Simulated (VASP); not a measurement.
# Cl (P6/mmm) in VASP: a series of runs

Cl is run at these levels: PBE; tasks: single point.

Program: VASP 6.6.1. These are calculated values, not measurements. Logs are shortened: lines on timing, memory, paths and dates and some standing lists are left out, and cuts for length are marked.

## Step 1: The cell of the first run

It takes space group P6/mmm (No. 191, hexagonal). The conventional cell has a = 4.773 Å, b = 4.773 Å, c = 2.149 Å, α = 90.00°, β = 90.00°, γ = 120.00°. Cl (site symmetry 6/mmm) has 2 Cl at 2.15 Å within 2.8 Å. Within 2.8 Å of Cl (site symmetry -6m2) lie 5 Cl at 2.15 to 2.76 Å.

## Step 2: Single point, PBE (14.13 Å³/atom)

INCAR reads:

```
  PREC = Accurate
  ENCUT = 520
  EDIFF = 1E-6
  ISMEAR = -1
  SIGMA = 0.05
  LREAL = False
  LASPH = True
  NELM = 100
  ALGO = Normal
  ISIF = 2
  LWAVE = False
  LCHARG = False
  GGA = PE
  NBANDS = 18
```

KPOINTS reads:

```
regular mesh
0
Gamma
  8 8 11
```

POSCAR reads:

```
Cl
1.0
    4.7732515437      0.0000000000      0.0000000000
   -2.3866257719      4.1337570955      0.0000000000
    0.0000000000      0.0000000000      2.1488391769
Cl
3
Direct
    0.0000000000      0.0000000000      0.0000000000
    0.3333333333      0.6666666667      0.5000000000
    0.6666666667      0.3333333333      0.5000000000
```

Potentials or basis: VASP PAW PBE potentials, release 64 (Cl).

Launch:

```bash
$ cat potpaw_PBE.64/Cl/POTCAR > POTCAR
$ mpirun -np 1 vasp_std > vasp.out
```

OUTCAR:

```text
PREC = Accurate
   ENCUT = 520
   EDIFF = 1E-6
   ISMEAR = -1
   LREAL = False
   LASPH = True
   NELM = 100
   ISIF = 2
   GGA = PE

 ion  position               nearest neighbor table
   1  0.000  0.000  0.000-
   2  0.333  0.667  0.500-
   3  0.667  0.333  0.500-

  LATTYP: Found a hexagonal cell.
 ALAT       =     4.7732515437
 C/A-ratio  =     0.4501835190

  Lattice vectors:

 A1 = (   4.7732515437,   0.0000000000,   0.0000000000)
 A2 = (  -2.3866257719,   4.1337570955,   0.0000000000)
 A3 = (   0.0000000000,   0.0000000000,   2.1488391769)

Analysis of symmetry for initial positions (statically):
=====================================================================
 Subroutine PRICEL returns:
 Original cell was already a primitive cell.

 Routine SETGRP: Setting up the symmetry group for a
 hexagonal supercell.

 Subroutine GETGRP returns: Found 24 space group operations
 (whereof 24 operations were pure point group operations)
 out of a pool of 24 trial point group operations.

The static configuration has the point symmetry D_6h.

Analysis of symmetry for dynamics (positions and initial velocities):
=====================================================================
 Subroutine PRICEL returns:
 Original cell was already a primitive cell.

 Routine SETGRP: Setting up the symmetry group for a
 hexagonal supercell.

 Subroutine GETGRP returns: Found 24 space group operations
 (whereof 24 operations were pure point group operations)
 out of a pool of 24 trial point group operations.

The dynamic configuration has the point symmetry D_6h.

 Subroutine INISYM returns: Found 24 space group operations
 (whereof 24 operations are pure point group operations),
 and found     1 'primitive' translations

----------------------------------------------------------------------------------------

                                     Primitive cell

  volume of cell :      42.3997

  direct lattice vectors                    reciprocal lattice vectors
     4.773251544  0.000000000  0.000000000     0.209500796  0.120955341  0.000000000
    -2.386625772  4.133757096  0.000000000     0.000000000  0.241910682  0.000000000
     0.000000000  0.000000000  2.148839177     0.000000000  0.000000000  0.465367539

  length of vectors
     4.773251544  4.773251544  2.148839177     0.241910682  0.241910682  0.465367539

  position of ions in fractional coordinates (direct lattice)
     0.000000000  0.000000000  0.000000000
     0.333333333  0.666666667  0.500000000
     0.666666667  0.333333333  0.500000000

  ion indices of the primitive-cell ions
   primitive index   ion index
                 1           1
                 2           2
                 3           3

----------------------------------------------------------------------------------------

 KPOINTS: regular mesh

Automatic generation of k-mesh.
 Grid dimensions read from file:
 generate k-points for:    8    8   11

 Generating k-lattice:

  Cartesian coordinates                     Fractional coordinates (reciprocal lattice)
     0.026187600  0.015119418  0.000000000     0.125000000  0.000000000  0.000000000
     0.000000000  0.030238835  0.000000000     0.000000000  0.125000000  0.000000000
     0.000000000  0.000000000  0.042306140     0.000000000  0.000000000  0.090909091

  Length of vectors
     0.030238835  0.030238835  0.042306140

  Shift w.r.t. Gamma in fractional coordinates (k-lattice)
     0.000000000  0.000000000  0.000000000

 Subroutine IBZKPT returns following result:
 ===========================================

 Found     60 irreducible k-points:

 Following reciprocal coordinates:
            Coordinates               Weight
  0.000000  0.000000  0.000000      1.000000
  0.125000  0.000000  0.000000      6.000000
  0.250000  0.000000  0.000000      6.000000
  0.375000  0.000000  0.000000      6.000000
  0.500000  0.000000  0.000000      3.000000
  0.125000  0.125000  0.000000      6.000000
[... 16 lines left out ...]
  0.250000  0.000000  0.181818     12.000000
  0.375000  0.000000  0.181818     12.000000
 [... further k-points ...]
   k-points           NKPTS =     60   k-points in BZ     NKDIM =     60   number of bands    NBANDS=     18
   number of dos      NEDOS =    301   number of ions     NIONS =      3
   total plane-waves  NPLWV =  20736
   dimension x,y,z NGX =    36 NGY =   36 NGZ =   16
   dimension x,y,z NGXF=    72 NGYF=   72 NGZF=   32
   ions per type =               3
   NGX,Y,Z   is equivalent  to a cutoff of  12.54, 12.54, 12.38 a.u.
   NGXF,Y,Z  is equivalent  to a cutoff of  25.08, 25.08, 24.76 a.u.
 SYSTEM =  unknown system
   PREC   = accura    normal or accurate (medium, high low for compatibility)
   ISTART =      0    job   : 0-new  1-cont  2-samecut
   ICHARG =      2    charge: 1-file 2-atom 10-const
   ISPIN  =      1    spin polarized calculation?
   LNONCOLLINEAR =      F non collinear calculations
   LSORBIT =      F    spin-orbit coupling
   LASPH  =      T    aspherical Exc in radial PAW
   ENCUT  =  520.0 eV  38.22 Ry    6.18 a.u.   8.88  8.88  4.00*2*pi/ulx,y,z
   NELM   =    100;   NELMIN=  2; NELMDL= -5     # of ELM steps
   EDIFF  = 0.1E-05   stopping-criterion for ELM
   LREAL  =      F    real-space projection
   EDIFFG = 0.1E-04   stopping-criterion for IOM
   NSW    =      0    number of steps for IOM
   IBRION =     -1    ionic relax: 0-MD 1-quasi-New 2-CG
   NFREE  =      0    steps in history (QN), initial steepest desc. (CG)
   ISIF   =      2    stress and relaxation
   ISYM   =      2    0-nonsym 1-usesym 2-fastsym
   POTIM  = 0.5000    time-step for ionic-motion
   TEBEG  =    0.0;   TEEND  =   0.0 temperature during run
   PSTRESS=    0.0 pullay stress
   NELECT =      21.0000    total number of electrons
   NUPDOWN=      -1.0000    fix difference up-down
   EMIN   =  10.00;   EMAX   =-10.00  energy-range for DOS
   EFERMI =   0.00;   METHOD = LEGACY
   ISMEAR =    -1;   SIGMA  =   0.05  broadening in eV -4-tet -1-fermi 0-gaus
   EFERMI_NEDOS =   21; number of points for ismear=-14 and -15
   IALGO  =     38    algorithm
   IMIX   =      4    mixing-type and parameters
     AMIX     =   0.40;   BMIX     =  1.00
     AMIX_MAG =   1.60;   BMIX_MAG =  1.00
  volume/ion in A,a.u.               =      14.13        95.38
  Fermi-wavevector in a.u.,A,eV,Ry     =   1.295270  2.447705 22.826815  1.677724
  Thomas-Fermi vector in A             =   2.426800
   LORBIT       =      0    0 simple, 1 ext, 2 COOP (PROOUT), +10 PAW based schemes
   GGA     = PE    functional components
[... 5 lines left out ...]
 non-spin polarized calculation
  energy-cutoff  :      520.00
  volume of cell :       42.40
 maximum number of plane-waves:      1166
 NGX is ok and might be reduce to    36
   NGX = 17   NGY = 17   NGZ =  7

 number of electron      20.9999997 magnetization

 Free energy of the ion-electron system (eV)
  ---------------------------------------------------
  ext. energy  EPLUGINS =         0.00000000
  ---------------------------------------------------
  free energy    TOTEN  =        -1.99900585 eV

  energy without entropy =       -1.98382891  energy(sigma->0) =       -1.99141738

 E-fermi :   7.6833     XC(G=0): -11.4971

 val. band max:        7.6671470781   @ k =   0.5000   0.0000   0.1818
 cond. band min:       7.6868917211   @ k =   0.1250   0.0000   0.2727
 fundamental gap:      0.0197446430
 Fermi energy:         7.6833062046

 k-point     1 :       0.0000    0.0000    0.0000
  band No.  band energies     occupation
      1     -12.2518      2.00000
      2      -9.7284      2.00000
      3      -9.5404      2.00000
      4       0.7910      2.00000
      5       0.7910      2.00000
      6       1.0415      2.00000
[... 10 lines left out ...]
     17      21.3748      0.00000
     18      21.3943      0.00000

 k-point     2 :       0.1250    0.0000    0.0000
  band No.  band energies     occupation
      1     -12.1670      2.00000
      2      -9.8103      2.00000
      3      -9.6172      2.00000
      4       0.2085      2.00000
      5       0.3938      2.00000
      6       1.7822      2.00000
[... 10 lines left out ...]
     17      20.2170      0.00000
     18      20.3272      0.00000

 k-point     3 :       0.2500    0.0000    0.0000
  band No.  band energies     occupation
      1     -11.9194      2.00000
      2     -10.0682      2.00000
      3      -9.7875      2.00000
      4      -0.2999      2.00000
      5       0.4660      2.00000
      6       2.7497      2.00000
[... 10 lines left out ...]
     17      19.8984      0.00000
     18      21.3178      0.00000

 k-point     4 :       0.3750    0.0000    0.0000
  band No.  band energies     occupation
      1     -11.5325      2.00000
      2     -10.5059      2.00000
      3      -9.9190      2.00000
      4      -0.6120      2.00000
      5       1.0811      2.00000
      6       3.4721      2.00000
[... 10 lines left out ...]
     17      19.3598      0.00000
     18      21.6766      0.00000

 k-point     5 :       0.5000    0.0000    0.0000
  band No.  band energies     occupation
      1     -11.1263      2.00000
      2     -10.9409      2.00000
      3      -9.9657      2.00000
      4      -0.7169      2.00000
      5       2.0303      2.00000
      6       2.2387      2.00000
[... 10 lines left out ...]
     17      18.8068      0.00000
     18      21.7036      0.00000

 k-point     6 :       0.1250    0.1250    0.0000
  band No.  band energies     occupation
      1     -12.0007      2.00000
      2      -9.9593      2.00000
      3      -9.7630      2.00000
      4       0.0585      2.00000
      5       0.1094      2.00000
      6       2.6700      2.00000
[... 307 lines left out ...]
 k-point    21 :       0.0000    0.0000    0.1818
  band No.  band energies     occupation
      1     -11.3024      2.00000
      2      -8.8044      2.00000
      3      -8.6299      2.00000
      4       1.6241      2.00000
      5       1.6241      2.00000
      6       1.9212      2.00000
[... 10 lines left out ...]
     17      21.1001      0.00000
     18      21.4128      0.00000

 k-point    22 :       0.1250    0.0000    0.1818
  band No.  band energies     occupation
      1     -11.2184      2.00000
      2      -8.8858      2.00000
      3      -8.7044      2.00000
      4       1.0766      2.00000
      5       1.2567      2.00000
      6       2.6196      2.00000
[... 10 lines left out ...]
     17      21.0059      0.00000
     18      21.9570      0.00000

 k-point    23 :       0.2500    0.0000    0.1818
  band No.  band energies     occupation
      1     -10.9733      2.00000
      2      -9.1422      2.00000
      3      -8.8691      2.00000
      4       0.5806      2.00000
      5       1.3258      2.00000
      6       3.5524      2.00000
[... 10 lines left out ...]
     17      21.6250      0.00000
     18      22.1387      0.00000

 k-point    24 :       0.3750    0.0000    0.1818
  band No.  band energies     occupation
      1     -10.5909      2.00000
      2      -9.5747      2.00000
      3      -8.9969      2.00000
      4       0.2750      2.00000
      5       1.9216      2.00000
      6       4.2360      2.00000
[... 10 lines left out ...]
     17      21.1165      0.00000
     18      22.4625      0.00000

 [... further k-points ...]
[... 5 lines left out ...]
  --------------------------------------------------------------------------------------
  -------------------------------------------------------------------------------------
  Total       11.6111265     11.6111265     11.5574175     -0.0000000      0.0000000     -0.0000000
  in kB      438.7546695    438.7546695    436.7251447     -0.0000000      0.0000000     -0.0000000
  external PRESSURE =     438.0781612 kB  Pullay stress =       0.0000000 kB

 VOLUME and BASIS-vectors are now :
 -----------------------------------------------------------------------------
  energy-cutoff  :      520.00
  volume of cell :       42.40
      direct lattice vectors                 reciprocal lattice vectors
     4.773251544  0.000000000  0.000000000     0.209500796  0.120955341  0.000000000
    -2.386625772  4.133757096  0.000000000     0.000000000  0.241910682  0.000000000
     0.000000000  0.000000000  2.148839177     0.000000000  0.000000000  0.465367539

 POSITION                                       TOTAL-FORCE (eV/Angst)
 -----------------------------------------------------------------------------------
      0.00000      0.00000      0.00000        -0.000000      0.000000     -0.000000
     -0.00000      2.75584      1.07442        -0.000000      0.000000      0.000000
      2.38663      1.37792      1.07442         0.000000     -0.000000     -0.000000
 -----------------------------------------------------------------------------------
    total drift:                                0.000000     -0.000000     -0.000000

  FREE ENERGIE OF THE ION-ELECTRON SYSTEM (eV)
  ---------------------------------------------------
  free  energy   TOTEN  =        -1.9990058526 eV

  energy  without entropy=       -1.9838289111  energy(sigma->0) =       -1.99141738
```

Wall time 13 s (1 thread of AMD EPYC 9R45 (Zen 5), shared host); peak memory 0.13 GiB.

What came out:

```
Free energy            : -1.9990 eV
Pressure               : 43.8 GPa
Band gap on the k mesh : zero (an odd number of electrons rules out a gap without spin polarisation)
```

Stress tensor (GPa, compression positive):
```
43.88  0.00  0.00
 0.00 43.88  0.00
 0.00  0.00 43.67
```

Levels at points of the mesh, in eV from the Fermi level:
| k point | band 7 | band 8 | band 9 | band 10 | band 11 | band 12 | band 13 | band 14 |
| --- | --- | --- | --- | --- | --- | --- | --- | --- |
| (0.00, 0.00, 0.00) | -6.64 | -0.99 | -0.99 | 4.83 | 5.81 | 6.04 | 7.65 | 12.30 |
| (0.50, 0.00, 0.00) | -2.96 | -2.89 | -2.71 | 5.30 | 5.45 | 5.85 | 6.50 | 9.99 |

Caveat: the cell stands under pressure; an odd number of electrons without spin polarisation forces a metal; a magnetic or distorted state may lie lower.

(Continued in part 2 of 2.)

The gap in the log of VASP goes by the Fermi energy; the results here count the filled bands.